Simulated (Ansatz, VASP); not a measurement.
**SnTe: VASP beside Ansatz**

POSCAR

```
SnTe
1.0
    0.0000000000      3.1855994637      3.1855994637
    3.1855994637      0.0000000000      3.1855994637
    3.1855994637      3.1855994637      0.0000000000
Sn Te
1 1
Direct
    0.0000000000      0.0000000000      0.0000000000
    0.5000000000      0.5000000000      0.5000000000
```

INCAR.step1

```
SYSTEM = SnTe
PREC = Accurate ; ENCUT = 520
ISMEAR = 0 ; SIGMA = 0.01
LREAL = .False. ; LASPH = .True.
NELM = 80 ; NBANDS = 17
GGA = PE ; ALGO = Normal
EDIFF = 1E-4 ; LWAVE = .True.
LCHARG = .False.
```

Contents of INCAR.step2:

```
SYSTEM = SnTe
PREC = Accurate ; ENCUT = 520
EDIFF = 1E-6 ; ISMEAR = 0
SIGMA = 0.01 ; LREAL = .False.
LASPH = .True. ; NELM = 80
ALGO = Normal ; ISIF = 2
LWAVE = .False. ; LCHARG = .False.
METAGGA = R2SCAN ; LMIXTAU = .True.
NBANDS = 17 ; ISTART = 1
```

KPOINTS

```
Automatic mesh
0
Gamma
  10 10 10
  0 0 0
```

Input for Ansatz:

```yaml
crystal:
  lattice:
    - [0.0, 3.1855994637, 3.1855994637]
    - [3.1855994637, 0.0, 3.1855994637]
    - [3.1855994637, 3.1855994637, 0.0]
  atoms:
    - { symbol: Sn, position: [0.0, 0.0, 0.0] }
    - { symbol: Te, position: [0.5, 0.5, 0.5] }
basis:
  ecutwfc: 500
kpoints:
  mp_grid: { grid: [10, 10, 10] }
  band_path:
    path:
      - [[0.0, 0.0, 0.0], [0.5, 0.0, 0.5], [0.625, 0.25, 0.625]]
      - [[0.375, 0.375, 0.75], [0.0, 0.0, 0.0], [0.5, 0.5, 0.5], [0.5, 0.25, 0.75], [0.5, 0.0, 0.5]]
    npoints: 14
hamiltonian:
  xc: r2scan
scf:
  occupations: { method: gaussian, width: 0.01 }
  n_extra_bands: 6
output:
  forces: true
  stress: true
  eigenvalues: true
  populations: true
  dos: { projected: true, de: 0.02, nscf_kmesh: { grid: [15, 15, 15] } }
  bader: true
  write_density: true
  write_potential: true
  elf: true
  volumetric_format: npy
```

Alike in both runs: task single point; functional r2SCAN; k mesh 10 × 10 × 10; occupations gaussian, width 0.01 eV; no spin polarisation.

|  | VASP | Ansatz |
| --- | --- | --- |
| version | VASP 6.6.1 | Ansatz 0.2.0 |
| potentials or method | VASP PAW PBE potentials, release 64 (Sn_d, Te), cutoff 520 eV | scalar-relativistic, plane waves, PAW |
| valence electrons in the cell | 20 | 30 |

```csv
,VASP,Ansatz,Ansatz less VASP
gap on the k mesh at the Fermi level (eV),0.13,0.13,+0.002
least direct gap on the mesh (eV),0.13,0.13,+0.002
pressure (GPa),0.0,0.0,-0.01
```

VASP's potentials were made for PBE, not for r2SCAN. The functional is the same, so the differences come from potentials, cutoffs and numerics. VASP's potentials hold 20 valence electrons a cell and Ansatz's 30, so a difference there can come from the potentials and not from the codes.

Spin-orbit coupling is off throughout.
